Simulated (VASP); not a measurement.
# Hg (P6_3/mmc) in VASP: notebook, part 2 of 2

VASP 6.6.1. Earlier steps stand in the parts before.

## (3) Relaxation of cell and atoms, PBEsol, target pressure 2 GPa, at which the enthalpy is minimised

INCAR

```
SYSTEM = Hg
ALGO = Normal
EDIFF = 1E-6
EDIFFG = -0.01
ENCUT = 600
GGA = PS
IBRION = 2
ISIF = 3
ISMEAR = -1
LASPH = .True.
LCHARG = .False.
LREAL = .False.
LWAVE = .False.
NELM = 80
NSW = 60
PREC = Accurate
PSTRESS = 20.0
SIGMA = 0.05
```

KPOINTS

```
k-points
0
Gamma
  9 9 5
  0 0 0
```

POSCAR

```
Hg
1.0
    3.4618096384      0.0000000000      0.0000000000
   -1.7309048192      2.9980150899      0.0000000000
    0.0000000000      0.0000000000      5.4875482800
Hg
2
Direct
    0.3333333333      0.6666666667      0.2500000000
    0.6666666667      0.3333333333      0.7500000000
```

Potentials or basis: VASP PAW PBE potentials, release 64 (Hg).

Command:

```sh
cat potpaw_PBE.64/Hg/POTCAR > POTCAR
mpirun -np 1 vasp_std > vasp.out
```

OUTCAR:

```text
SYSTEM = Hg
   EDIFF = 1E-6
   EDIFFG = -0.01
   ENCUT = 600
   GGA = PS
   IBRION = 2
   ISIF = 3
   ISMEAR = -1
   LASPH = .True.
   LREAL = .False.
   NELM = 80
   NSW = 60
   PREC = Accurate
   PSTRESS = 20.0

 ion  position               nearest neighbor table
   1  0.333  0.667  0.250-   2 3.39   2 3.39   2 3.39   2 3.39   2 3.39   2 3.39
   2  0.667  0.333  0.750-   1 3.39   1 3.39   1 3.39   1 3.39   1 3.39   1 3.39

  LATTYP: Found a hexagonal cell.
 ALAT       =     3.4618096384
 C/A-ratio  =     1.5851675433

  Lattice vectors:

 A1 = (   3.4618096384,   0.0000000000,   0.0000000000)
 A2 = (  -1.7309048192,   2.9980150899,   0.0000000000)
 A3 = (   0.0000000000,   0.0000000000,   5.4875482800)

Analysis of symmetry for initial positions (statically):
=====================================================================
 Subroutine PRICEL returns:
 Original cell was already a primitive cell.

 Routine SETGRP: Setting up the symmetry group for a
 hexagonal supercell.

 Subroutine GETGRP returns: Found 24 space group operations
 (whereof 12 operations were pure point group operations)
 out of a pool of 24 trial point group operations.

The static configuration has the point symmetry D_3d.
 The point group associated with its full space group is D_6h.

Analysis of symmetry for dynamics (positions and initial velocities):
=====================================================================
 Subroutine PRICEL returns:
 Original cell was already a primitive cell.

 Routine SETGRP: Setting up the symmetry group for a
 hexagonal supercell.

 Subroutine GETGRP returns: Found 24 space group operations
 (whereof 12 operations were pure point group operations)
 out of a pool of 24 trial point group operations.

The dynamic configuration has the point symmetry D_3d.
[... 137 lines left out ...]
   NGX = 13   NGY = 13   NGZ = 21

--------------------------------------- Ionic step        1  -------------------------------------------

 number of electron      24.0000003 magnetization

 Free energy of the ion-electron system (eV)
  ---------------------------------------------------
  ext. energy  EPLUGINS =         0.00000000
  ---------------------------------------------------
  free energy    TOTEN  =        -1.00070520 eV

  energy without entropy =       -0.99794434  energy(sigma->0) =       -0.99932477

------------------------ aborting loop because EDIFF is reached ----------------------------------------

  FORCE on cell =-STRESS in cart. coord.  units (eV):
  Direction    XX          YY          ZZ          XY          YZ          ZX
  --------------------------------------------------------------------------------------
  -------------------------------------------------------------------------------------
  Total       -0.8354180     -0.8354180     -0.7918347      0.0000000      0.0000000      0.0000000
  in kB      -23.5016889    -23.5016889    -22.2756166      0.0000000      0.0000000      0.0000000
  external PRESSURE =     -43.0929981 kB  Pullay stress =      20.0000000 kB
[... 97 lines left out ...]
  energy  without entropy=       -1.0542597279  energy(sigma->0) =       -1.05580831

  enthalpy is  TOTEN    =        -0.5051809698 eV   P V=        0.5521759158

[... ionic steps 4 to 9 ...]

--------------------------------------- Ionic step       10  -------------------------------------------

 number of electron      24.0000002 magnetization

------------------------ aborting loop because EDIFF is reached ----------------------------------------
[... 71 lines left out ...]
--------------------------------------- Ionic step       12  -------------------------------------------

 number of electron      24.0000002 magnetization

 Free energy of the ion-electron system (eV)
  ---------------------------------------------------
  ext. energy  EPLUGINS =         0.00000000
  ---------------------------------------------------
  free energy    TOTEN  =        -1.07963370 eV

  energy without entropy =       -1.07465517  energy(sigma->0) =       -1.07714443

 E-fermi :   2.6889     XC(G=0): -11.2939

 val. band max:        2.6252674026   @ k =   0.3333   0.2222   0.2000
 cond. band min:       2.9392588070   @ k =   0.3333   0.1111   0.0000
 fundamental gap:      0.3139914043
 Fermi energy:         2.6888846370

 k-point     1 :       0.0000    0.0000    0.0000
  band No.  band energies     occupation
      1      -6.5588      2.00000
      2      -5.3635      2.00000
      3      -4.2650      2.00000
      4      -4.1506      2.00000
      5      -4.1506      2.00000
      6      -4.0089      2.00000
[... 433 lines left out ...]
      3      -4.5838      2.00000
      4      -4.1307      2.00000
      5      -4.0403      2.00000
      6      -4.0403      2.00000
[... 8 lines left out ...]
     15       6.3875      0.00000
     16       7.7950      0.00000

 [... further k-points ...]

------------------------ aborting loop because EDIFF is reached ----------------------------------------

  FORCE on cell =-STRESS in cart. coord.  units (eV):
  Direction    XX          YY          ZZ          XY          YZ          ZX
  --------------------------------------------------------------------------------------
  -------------------------------------------------------------------------------------
  Total        0.5671748      0.5671748      0.5629478     -0.0000000     -0.0000000      0.0000000
  in kB       20.1093833     20.1093833     19.9595134     -0.0000000     -0.0000000      0.0000000
  external PRESSURE =       0.0594267 kB  Pullay stress =      20.0000000 kB
[... 21 lines left out ...]
  energy  without entropy=       -1.0746551676  energy(sigma->0) =       -1.07714443

  enthalpy is  TOTEN    =        -0.5155440054 eV   P V=        0.5640896913

 reached required accuracy - stopping structural energy minimisation
```

Run time: 2.1 min. Hardware: 1 thread of AMD EPYC 9R45 (Zen 5), shared host; peak memory 0.18 GiB.

Results:

| Quantity | Value |
| --- | --- |
| Free energy | -1.0796 eV |
| Relaxed volume | 22.59 Å³/atom |
| Relaxed cell | a = 3.157 Å, b = 3.157 Å, c = 5.234 Å, α = 90.00°, β = 90.00°, γ = 120.00° |
| Space group after relaxing (to 0.1 Å) | P6_3/mmc (No. 194) |
| Energy change on relaxing (the run minimises the enthalpy) | -39.5 meV/atom |
| Ionic steps | 12 |
| Pressure after relaxing | 2.0 GPa |
| Band gap on the k mesh | zero (bands 12 and 13 overlap by 1.74 eV) |

The path:
```
step  energy change (eV)  largest force (eV/Å)  pressure (GPa)  volume (Å³)
   1              0.0000                0.0000           -2.31        56.95
   2             -0.0761                0.0000           -1.55        50.87
   3             -0.0567                0.0000            3.37        44.23
   4             -0.0815                0.0000            1.66        45.83
   5             -0.0776                0.0000            2.00        45.50
   6             -0.0789                0.0000            2.00        45.42
   7             -0.0794                0.0000            2.01        45.32
   8             -0.0762                0.0000            2.13        45.08
   9             -0.0793                0.0000            2.01        45.24
  10             -0.0785                0.0000            2.04        45.16
  11             -0.0790                0.0000            1.92        45.20
  12             -0.0789                0.0000            2.01        45.19
```

Final structure:
```yaml
crystal:
  lattice:
    - [3.15728, 0.00000, 0.00000]
    - [-1.57864, 2.73429, 0.00000]
    - [0.00000, 0.00000, 5.23445]
  atoms:
    - { symbol: Hg, position: [0.33333, 0.66667, 0.25000] }
    - { symbol: Hg, position: [0.66667, 0.33333, 0.75000] }
```

Levels at points of the mesh, in eV from the Fermi level:
| k point | band 9 | band 10 | band 11 | band 12 | band 13 | band 14 | band 15 | band 16 |
| --- | --- | --- | --- | --- | --- | --- | --- | --- |
| (0.00, 0.00, 0.00) | -6.40 | -5.71 | -5.71 | -1.71 | -1.47 | 13.38 | 13.38 | 13.43 |

Caveat: the cell is relaxed towards a set pressure, so the run minimises the enthalpy, not the energy; the volume moved by over 15 % at a fixed basis, so the end points are rough; the PAW data sets were made with another functional, which shifts forces and pressure a little; spin-orbit coupling is left out, which moves the levels of the heavy elements.

## (4) Relaxation of cell and atoms, PBEsol, target pressure 5 GPa, at which the enthalpy is minimised

INCAR

```
PREC     = Accurate       # precision mode
ENCUT    = 600            # plane-wave cutoff, eV
EDIFF    = 1E-6           # SCF threshold, eV
ISMEAR   = -1             # smearing method
SIGMA    = 0.05           # smearing width, eV
LREAL    = F              # projectors in reciprocal space
LASPH    = T              # aspherical terms in the spheres
NELM     = 60             # most SCF steps
ALGO     = Fast           # electronic algorithm
ISIF     = 3              # what is computed and relaxed
LWAVE    = F              # write WAVECAR
LCHARG   = F              # write CHGCAR
GGA      = PS             # functional
IBRION   = 2              # ionic algorithm
NSW      = 60             # ionic steps
EDIFFG   = -0.01          # ionic threshold
PSTRESS  = 50.0
```

KPOINTS

```
regular mesh
0
Gamma
  9 9 5
```

POSCAR is that of step 3.

Command:

```sh
cat potpaw_PBE.64/Hg/POTCAR > POTCAR
mpirun -np 1 vasp_std > vasp.out
```

It took 2.3 min on 1 thread of AMD EPYC 9R45 (Zen 5), shared host; peak memory 0.19 GiB.

It converged, with:

| Property | Result |
| --- | --- |
| Free energy | -1.0303 eV |
| Relaxed volume | 21.45 Å³/atom |
| Relaxed cell | a = 3.098 Å, b = 3.098 Å, c = 5.163 Å, α = 90.00°, β = 90.00°, γ = 120.00° |
| Space group after relaxing (to 0.1 Å) | P6_3/mmc (No. 194) |
| Energy change on relaxing (the run minimises the enthalpy) | -14.8 meV/atom |
| Ionic steps | 13 |
| Pressure after relaxing | 5.0 GPa |
| Band gap on the k mesh | zero (bands 12 and 13 overlap by 1.81 eV) |

Step by step:
```tsv
step	energy change (eV)	largest force (eV/Å)	pressure (GPa)	volume (Å³)
1	0.0000	0.0000	-2.29	56.95
2	-0.0896	0.0000	0.77	46.93
3	-0.0373	0.0000	4.47	43.46
4	-0.0237	0.0000	5.13	43.00
5	-0.0253	0.0000	5.18	42.91
6	-0.0242	0.0000	5.33	42.75
7	-0.0071	0.0000	5.69	42.38
8	-0.0211	0.0000	5.33	42.64
9	-0.0225	0.0000	5.35	42.68
10	-0.0227	0.0000	5.37	42.69
11	-0.0374	0.0000	4.60	43.16
12	-0.0303	0.0000	4.97	42.92
13	-0.0296	0.0000	5.00	42.90
```

Final structure:
```yaml
crystal:
  lattice:
    - [3.09753, 0.00000, 0.00000]
    - [-1.54876, 2.68254, 0.00000]
    - [0.00000, 0.00000, 5.16268]
  atoms:
    - { symbol: Hg, position: [0.33333, 0.66667, 0.25000] }
    - { symbol: Hg, position: [0.66667, 0.33333, 0.75000] }
```

Levels at points of the mesh, in eV from the Fermi level:
```tsv
k point	band 10	band 11	band 12	band 13	band 14	band 15
(0.00, 0.00, 0.00)	-5.89	-5.89	-2.11	-1.52	13.47	13.83
```

Caveat: the cell is relaxed towards a set pressure, so the run minimises the enthalpy, not the energy; the volume moved by over 15 % at a fixed basis, so the end points are rough; the PAW data sets were made with another functional, which shifts forces and pressure a little; spin-orbit coupling is left out, which moves the levels of the heavy elements.

## (5) Relaxation of cell and atoms, PBEsol, target pressure 10 GPa, at which the enthalpy is minimised

INCAR

```
PREC     = Accurate       # precision mode
ENCUT    = 600            # plane-wave cutoff, eV
EDIFF    = 1E-7           # SCF threshold, eV
ISMEAR   = -1             # smearing method
SIGMA    = 0.05           # smearing width, eV
LREAL    = False          # projectors in reciprocal space
LASPH    = True           # aspherical terms in the spheres
NELM     = 80             # most SCF steps
ALGO     = Normal         # electronic algorithm
ISIF     = 3              # what is computed and relaxed
LWAVE    = False          # write WAVECAR
LCHARG   = False          # write CHGCAR
GGA      = PS             # functional
IBRION   = 2              # ionic algorithm
NSW      = 60             # ionic steps
EDIFFG   = -0.01          # ionic threshold
PSTRESS  = 100.0
```

KPOINTS

```
Automatic mesh
0
Gamma
  9 9 5
```

POSCAR is that of step 4.

Command:

```sh
cat potpaw_PBE.64/Hg/POTCAR > POTCAR
mpirun -np 1 vasp_std > vasp.out
```

It took 2.2 min on 1 thread of AMD EPYC 9R45 (Zen 5), shared host; peak memory 0.18 GiB.

It converged, with:

```yaml
Free_energy: -0.9150 eV
Relaxed_volume: 20.18 Å³/atom
Relaxed_cell: a = 3.027 Å, b = 3.027 Å, c = 5.087 Å, α = 90.00°, β = 90.00°, γ = 120.00°
Space_group_after_relaxing_to_0.1_Å: P6_3/mmc (No. 194)
Energy_change_on_relaxing_the_run_minimises_the_enthalpy: +42.8 meV/atom
Ionic_steps: 10
Pressure_after_relaxing: 10.0 GPa
Band_gap_on_the_k_mesh: zero (bands 12 and 13 overlap by 1.94 eV)
```

The path:
```tsv
step	energy change (eV)	largest force (eV/Å)	pressure (GPa)	volume (Å³)
1	0.0000	0.0000	-2.31	56.95
2	0.0782	0.0000	9.59	40.75
3	0.0891	0.0000	10.02	40.57
4	0.0868	0.0000	10.02	40.49
5	0.0873	0.0000	10.01	40.37
6	0.1103	0.0000	10.91	40.07
7	0.0943	0.0000	10.35	40.23
8	0.0905	0.0000	10.20	40.28
9	0.0775	0.0000	9.67	40.49
10	0.0857	0.0000	10.00	40.36
```

Final structure:
```
Hg
1.0
     3.02658    0.00000    0.00000
    -1.51329    2.62109    0.00000
     0.00000    0.00000    5.08719
Hg
2
Direct
  0.33333 0.66667 0.25000
  0.66667 0.33333 0.75000
```

Levels at points of the mesh, in eV from the Fermi level:
```
           k point  band 9  band 10  band 11  band 12  band 13  band 14  band 15  band 16
(0.00, 0.00, 0.00)   -6.95    -6.13    -6.13    -2.61    -1.61    13.50    14.42    14.42
```

Caveat: the cell is relaxed towards a set pressure, so the run minimises the enthalpy, not the energy; the volume moved by over 15 % at a fixed basis, so the end points are rough; the PAW data sets were made with another functional, which shifts forces and pressure a little; spin-orbit coupling is left out, which moves the levels of the heavy elements.

## (6) Relaxation of cell and atoms, PBEsol, target pressure 20 GPa, at which the enthalpy is minimised

INCAR

```
ALGO = Fast
EDIFF = 1E-6
EDIFFG = -0.01
ENCUT = 600
GGA = PS
IBRION = 2
ISIF = 3
ISMEAR = -1
LASPH = True
LCHARG = False
LREAL = False
LWAVE = False
NELM = 100
NSW = 60
PREC = Accurate
PSTRESS = 200.0
SIGMA = 0.05
```

KPOINTS

```
k-points
0
Gamma
  9 9 5
```

POSCAR is that of step 5.

Potentials or basis: VASP PAW PBE potentials, release 64 (Hg).

Command:

```sh
cat potpaw_PBE.64/Hg/POTCAR > POTCAR
mpirun -np 1 vasp_std > vasp.out
```

Wall time 2.7 min (1 thread of AMD EPYC 9R45 (Zen 5), shared host); peak memory 0.18 GiB.

Results (log left out):

```
Free energy                                                : -0.6403 eV
Relaxed volume                                             : 18.67 Å³/atom
Relaxed cell                                               : a = 2.952 Å, b = 2.952 Å, c = 4.947 Å, α = 90.00°, β = 90.00°, γ = 120.00°
Space group after relaxing (to 0.1 Å)                      : P6_3/mmc (No. 194)
Energy change on relaxing (the run minimises the enthalpy) : +180.2 meV/atom
Ionic steps                                                : 11
Pressure after relaxing                                    : 20.0 GPa
Band gap on the k mesh                                     : zero (bands 12 and 13 overlap by 1.94 eV)
```

The path:
| step | energy change (eV) | largest force (eV/Å) | pressure (GPa) | volume (Å³) |
| --- | --- | --- | --- | --- |
| 1 | 0.0000 | 0.0000 | -2.29 | 56.95 |
| 2 | 2.3685 | 0.0000 | 80.60 | 30.14 |
| 3 | 0.2858 | 0.0000 | 16.87 | 38.19 |
| 4 | 0.3451 | 0.0000 | 18.86 | 37.66 |
| 5 | 0.3858 | 0.0000 | 20.23 | 37.33 |
| 6 | 0.3812 | 0.0000 | 20.35 | 37.24 |
| 7 | 0.3829 | 0.0000 | 20.58 | 37.18 |
| 8 | 0.4041 | 0.0000 | 21.54 | 37.03 |
| 9 | 0.3880 | 0.0000 | 20.93 | 37.12 |
| 10 | 0.3063 | 0.0000 | 18.09 | 37.79 |
| 11 | 0.3604 | 0.0000 | 20.00 | 37.34 |

Final structure:
```
Hg
1.0
     2.95201    0.00000    0.00000
    -1.47600    2.55652    0.00000
     0.00000    0.00000    4.94721
Hg
2
Direct
  0.33333 0.66667 0.25000
  0.66667 0.33333 0.75000
```

Levels at points of the mesh, in eV from the Fermi level:
| k point | band 10 | band 11 | band 12 | band 13 | band 14 | band 15 |
| --- | --- | --- | --- | --- | --- | --- |
| (0.00, 0.00, 0.00) | -6.42 | -6.42 | -3.20 | -1.54 | 13.42 | 14.98 |

Caveat: the cell is relaxed towards a set pressure, so the run minimises the enthalpy, not the energy; the volume moved by over 15 % at a fixed basis, so the end points are rough; the PAW data sets were made with another functional, which shifts forces and pressure a little; spin-orbit coupling is left out, which moves the levels of the heavy elements.

## (7) The runs side by side

```tsv
cell	gap on the mesh (eV)	pressure (GPa)
relaxed	none	0.0
relaxed to 2 GPa	none	2.0
relaxed to 5 GPa	none	5.0
relaxed to 10 GPa	none	10.0
relaxed to 20 GPa	none	20.0
```

Alike in all rows: task relaxation of cell and atoms; level PBEsol; potentials or basis VASP PAW PBE potentials, release 64 (Hg); no spin polarisation; k mesh 9 × 9 × 5; cutoff (eV) 600; smearing fermi-dirac 0.05 eV.

Caveats: the volume moved by over 15 % at a fixed basis, so the end points are rough; the PAW data sets were made with another functional, which shifts forces and pressure a little; spin-orbit coupling is left out, which moves the levels of the heavy elements; the cell is relaxed towards a set pressure, so the run minimises the enthalpy, not the energy (at least some runs).

Absolute energies hang on the potentials; compare differences alone.

The gap in the log of VASP goes by the Fermi energy; the results here count the filled bands.